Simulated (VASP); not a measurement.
# Ge3N4 (Fd-3m) in VASP: single point with PBE

Aim: the single point of Ge3N4 with PBE.

Everything below comes from runs of VASP 6.6.1. Logs are shortened: lines on timing, memory, paths and dates and some standing lists are left out, and cuts for length are marked.

## (1) The cell of the first run

It takes space group Fd-3m (No. 227, cubic). Conventional cell: a = 8.215 Å, b = 8.215 Å, c = 8.215 Å, α = 90.00°, β = 90.00°, γ = 90.00°. Within 2.6 Å of Ge (site symmetry -3m) lie 6 N at 1.99 Å. Ge (site symmetry -43m) has 4 N at 1.89 Å within 2.5 Å. Within 2.5 Å of N (site symmetry 3m) lie 4 Ge at 1.89 to 1.99 Å.

## (2) Single point, PBE, non-collinear spin, zero start, spin-orbit coupling

INCAR reads:

```
SYSTEM = Ge3N4
  ALGO = Normal
  EDIFF = 1E-6
  ENCUT = 600
  GGA = PE
  GGA_COMPAT = .False.
  ISIF = 2
  ISMEAR = 0
  KPAR = 4
  LASPH = .True.
  LCHARG = .False.
  LNONCOLLINEAR = .True.
  LORBIT = 11
  LORBMOM = .True.
  LREAL = .False.
  LSORBIT = .True.
  LWAVE = .False.
  MAGMOM = 0 0 0 0 0 0 0 0 0 0 0 0 0 0 0 0 0 0 0 0 0 0 0 0 0 0 0 0 0 0 0 0 0 0 0 0 0 0 0 0 0 0
  NBANDS = 148
  NELM = 200
  PREC = Accurate
  SIGMA = 0.01
```

KPOINTS reads:

```
k-points
0
Gamma
  6 6 6
  0 0 0
```

POSCAR reads:

```
Ge3N4
1.0
    0.0000000000      4.1077354414      4.1077354414
    4.1077354414      0.0000000000      4.1077354414
    4.1077354414      4.1077354414      0.0000000000
Ge N
6 8
Direct
    0.6250000000      0.6250000000      0.6250000000
    0.1250000000      0.6250000000      0.6250000000
    0.6250000000      0.6250000000      0.1250000000
    0.6250000000      0.1250000000      0.6250000000
    0.0000000000      0.0000000000      0.0000000000
    0.2500000000      0.2500000000      0.2500000000
    0.3830976605      0.3830976605      0.3830976605
    0.3992929814      0.8669023395      0.8669023395
    0.3830976605      0.3830976605      0.8507070186
    0.8669023395      0.3992929814      0.8669023395
    0.8507070186      0.3830976605      0.3830976605
    0.8669023395      0.8669023395      0.8669023395
    0.3830976605      0.8507070186      0.3830976605
    0.8669023395      0.8669023395      0.3992929814
```

Potentials or basis: VASP PAW PBE potentials, release 64 (Ge_d, N).

Started as:

```sh
cat potpaw_PBE.64/Ge_d/POTCAR potpaw_PBE.64/N/POTCAR > POTCAR
mpirun -np 4 vasp_ncl > vasp.out
```

OUTCAR:

```text
SYSTEM = Ge3N4
   EDIFF = 1E-6
   ENCUT = 600
   GGA = PE
   ISIF = 2
   ISMEAR = 0
   LASPH = .True.
   LNONCOLLINEAR = .True.
   LORBIT = 11
   LREAL = .False.
   LSORBIT = .True.
   NELM = 200
   PREC = Accurate

 ion  position               nearest neighbor table
   1  0.625  0.625  0.625-   8 1.99   9 1.99  10 1.99  11 1.99  13 1.99  14 1.99   2 2.90   3 2.90
                             4 2.90   3 2.90   4 2.90   2 2.90
   2  0.125  0.625  0.625-   7 1.99  12 1.99  10 1.99   9 1.99  13 1.99  14 1.99   1 2.90   3 2.90
                             4 2.90   1 2.90   3 2.90   4 2.90
   3  0.625  0.625  0.125-   7 1.99  12 1.99  10 1.99  11 1.99   8 1.99  13 1.99   1 2.90   1 2.90
                             2 2.90   4 2.90   4 2.90   2 2.90
   4  0.625  0.125  0.625-   7 1.99  12 1.99   9 1.99  11 1.99   8 1.99  14 1.99   1 2.90   3 2.90
                             1 2.90   2 2.90   3 2.90   2 2.90
   5  0.000  0.000  0.000-   8 1.89  10 1.89  14 1.89  12 1.89
   6  0.250  0.250  0.250-   9 1.89  11 1.89  13 1.89   7 1.89
   7  0.383  0.383  0.383-   6 1.89   3 1.99   4 1.99   2 1.99
   8  0.399  0.867  0.867-   5 1.89   1 1.99   4 1.99   3 1.99
   9  0.383  0.383  0.851-   6 1.89   1 1.99   4 1.99   2 1.99
  10  0.867  0.399  0.867-   5 1.89   1 1.99   3 1.99   2 1.99
  11  0.851  0.383  0.383-   6 1.89   1 1.99   4 1.99   3 1.99
  12  0.867  0.867  0.867-   5 1.89   3 1.99   4 1.99   2 1.99
  13  0.383  0.851  0.383-   6 1.89   1 1.99   3 1.99   2 1.99
  14  0.867  0.867  0.399-   5 1.89   1 1.99   4 1.99   2 1.99

  LATTYP: Found a face centered cubic cell.
 ALAT       =     8.2154708828

  Lattice vectors:

 A1 = (   0.0000000000,   4.1077354414,   4.1077354414)
 A2 = (   4.1077354414,   0.0000000000,   4.1077354414)
 A3 = (   4.1077354414,   4.1077354414,   0.0000000000)

Analysis of symmetry for initial positions (statically):
=====================================================================
 Subroutine PRICEL returns:
 Original cell was already a primitive cell.

 Routine SETGRP: Setting up the symmetry group for a
 face centered cubic supercell.

 Subroutine GETGRP returns: Found 48 space group operations
 (whereof 24 operations were pure point group operations)
 out of a pool of 48 trial point group operations.

The static configuration has the point symmetry T_d .
 The point group associated with its full space group is O_h .

Analysis of symmetry for dynamics (positions and initial velocities):
=====================================================================
 Subroutine PRICEL returns:
 Original cell was already a primitive cell.

 Routine SETGRP: Setting up the symmetry group for a
 face centered cubic supercell.

 Subroutine GETGRP returns: Found 48 space group operations
 (whereof 24 operations were pure point group operations)
 out of a pool of 48 trial point group operations.

The dynamic configuration has the point symmetry T_d .
 The point group associated with its full space group is O_h .
[... 2530 lines left out ...]
     0.0000000    -0.0005226     0.0000000    -0.0005226     0.0000000
    -0.0001863    -0.0001863    -0.0005226     0.0000000    -0.0001742
    -0.0006968    -0.0001742     0.0000000    -0.0001742     0.0000000
 l=   3
     0.0000000     0.0000000     0.0000000     0.0000000     0.0000000     0.0000000     0.0000000
     0.0000000     0.0000000     0.0000000     0.0000000     0.0000000     0.0000000     0.0000000
     0.0000000     0.0000000     0.0000000     0.0000000     0.0000000     0.0000000     0.0000000
     0.0000000     0.0000000     0.0000000     0.0000000     0.0000000     0.0000000     0.0000000
[... 249 lines left out ...]
 l=   2
     0.0000000     0.0000000     0.0000000     0.0000000     0.0000000
     0.0000000     0.0000000     0.0000000     0.0000000     0.0000000
     0.0000000     0.0000000     0.0000000     0.0000000     0.0000000
     0.0000000     0.0000000     0.0000000     0.0000000     0.0000000
     0.0000000     0.0000000     0.0000000     0.0000000     0.0000000
 l=   3
     0.0000000     0.0000000     0.0000000     0.0000000     0.0000000     0.0000000     0.0000000
     0.0000000     0.0000000     0.0000000     0.0000000     0.0000000     0.0000000     0.0000000
     0.0000000     0.0000000     0.0000000     0.0000000     0.0000000     0.0000000     0.0000000
     0.0000000     0.0000000     0.0000000     0.0000000     0.0000000     0.0000000     0.0000000
     0.0000000     0.0000000     0.0000000     0.0000000     0.0000000     0.0000000     0.0000000
     0.0000000     0.0000000     0.0000000     0.0000000     0.0000000     0.0000000     0.0000000
     0.0000000     0.0000000     0.0000000     0.0000000     0.0000000     0.0000000     0.0000000

 total charge

# of ion       s       p       d       tot
------------------------------------------
    1        0.959   1.223  10.388  12.570
    2        0.959   1.223  10.388  12.570
    3        0.959   1.223  10.388  12.570
    4        0.959   1.223  10.388  12.570
    5        1.011   1.260  10.279  12.550
    6        1.011   1.260  10.279  12.550
    7        1.237   2.543   0.000   3.780
    8        1.237   2.543   0.000   3.780
    9        1.237   2.543   0.000   3.780
   10        1.237   2.543   0.000   3.780
   11        1.237   2.543   0.000   3.780
   12        1.237   2.543   0.000   3.780
   13        1.237   2.543   0.000   3.780
   14        1.237   2.543   0.000   3.780
--------------------------------------------------
tot         15.755  27.754  62.109 105.618

 magnetization (x)

# of ion       s       p       d       tot
------------------------------------------
    1        0.000  -0.000  -0.000  -0.000
    2       -0.000   0.000   0.000   0.000
    3       -0.000   0.000   0.000   0.000
    4        0.000   0.000   0.000   0.000
    5        0.000   0.000   0.000   0.000
    6       -0.000   0.000   0.000   0.000
    7       -0.000  -0.000   0.000  -0.000
    8       -0.000   0.000   0.000   0.000
    9        0.000  -0.000   0.000  -0.000
   10       -0.000  -0.000   0.000  -0.000
   11        0.000   0.000   0.000   0.000
   12       -0.000  -0.000   0.000  -0.000
   13        0.000   0.000   0.000   0.000
   14        0.000   0.000   0.000   0.000
--------------------------------------------------
tot          0.000   0.000   0.000   0.000

 magnetization (y)

# of ion       s       p       d       tot
------------------------------------------
    1        0.000   0.000   0.000   0.000
    2       -0.000   0.000   0.000   0.000
    3       -0.000   0.000  -0.000   0.000
    4       -0.000   0.000   0.000   0.000
    5        0.000   0.000  -0.000  -0.000
    6        0.000   0.000   0.000   0.000
    7       -0.000  -0.000   0.000  -0.000
    8       -0.000  -0.000   0.000  -0.000
    9       -0.000   0.000   0.000   0.000
   10       -0.000   0.000   0.000   0.000
   11       -0.000   0.000   0.000   0.000
   12       -0.000  -0.000   0.000  -0.000
   13       -0.000   0.000   0.000   0.000
   14        0.000  -0.000   0.000  -0.000
--------------------------------------------------
tot         -0.000   0.000  -0.000   0.000

 magnetization (z)

# of ion       s       p       d       tot
------------------------------------------
    1       -0.000  -0.000  -0.000  -0.000
    2       -0.000  -0.000  -0.000  -0.000
    3       -0.000   0.000  -0.000  -0.000
    4        0.000   0.000   0.000   0.000
    5       -0.000   0.000  -0.000   0.000
    6       -0.000  -0.000  -0.000  -0.000
    7       -0.000  -0.000   0.000  -0.000
    8       -0.000   0.000   0.000   0.000
    9        0.000   0.000   0.000   0.000
   10        0.000   0.000   0.000   0.000
   11        0.000   0.000   0.000   0.000
   12       -0.000   0.000   0.000  -0.000
   13       -0.000   0.000   0.000   0.000
   14        0.000  -0.000   0.000  -0.000
--------------------------------------------------
tot          0.000   0.000  -0.000   0.000
```

stdout:

```text
POSCAR found type information on POSCAR GeN
 POSCAR found :  2 types and      14 ions
 scaLAPACK will be used
 LDA part: xc-table for (Slater+PW92), standard interpolation
 POSCAR, INCAR and KPOINTS ok, starting setup
 FFT: planning ... GRIDC
 FFT: planning ... GRID_SOFT
 FFT: planning ... GRID
 WAVECAR not read
 entering main loop
```

Wall time 10 min (4 MPI ranks of Intel Xeon Platinum 8259CL at 2.50GHz (Skylake/Cascade Lake), shared host); peak memory 1.1 GiB.

What came out:

```yaml
Free_energy: -92.7195 eV
Pressure: 8.0 GPa
Largest_force: 0.102 eV/Å
Net_moment: 0.00 μB per cell
Valence_electrons_inside_the_program's_atomic_spheres: Ge 12.57, 12.55 (each value once); N 3.78
```

Forces on the atoms (eV/Å):
```
Ge   0.000  0.000  0.000
Ge   0.000  0.000  0.000
Ge   0.000  0.000  0.000
Ge   0.000  0.000  0.000
Ge   0.000  0.000  0.000
Ge   0.000  0.000  0.000
N   -0.059 -0.059 -0.059
N    0.059 -0.059 -0.059
N    0.059  0.059 -0.059
N   -0.059  0.059 -0.059
N   -0.059  0.059  0.059
N    0.059  0.059  0.059
N    0.059 -0.059  0.059
N   -0.059 -0.059  0.059
```

Moments on the atoms (μB; x, y, z):
```
Ge  0.00 0.00 0.00
Ge  0.00 0.00 0.00
Ge  0.00 0.00 0.00
Ge  0.00 0.00 0.00
Ge  0.00 0.00 0.00
Ge  0.00 0.00 0.00
N   0.00 0.00 0.00
N   0.00 0.00 0.00
N   0.00 0.00 0.00
N   0.00 0.00 0.00
N   0.00 0.00 0.00
N   0.00 0.00 0.00
N   0.00 0.00 0.00
N   0.00 0.00 0.00
```

Caveat: the cell stands under pressure.
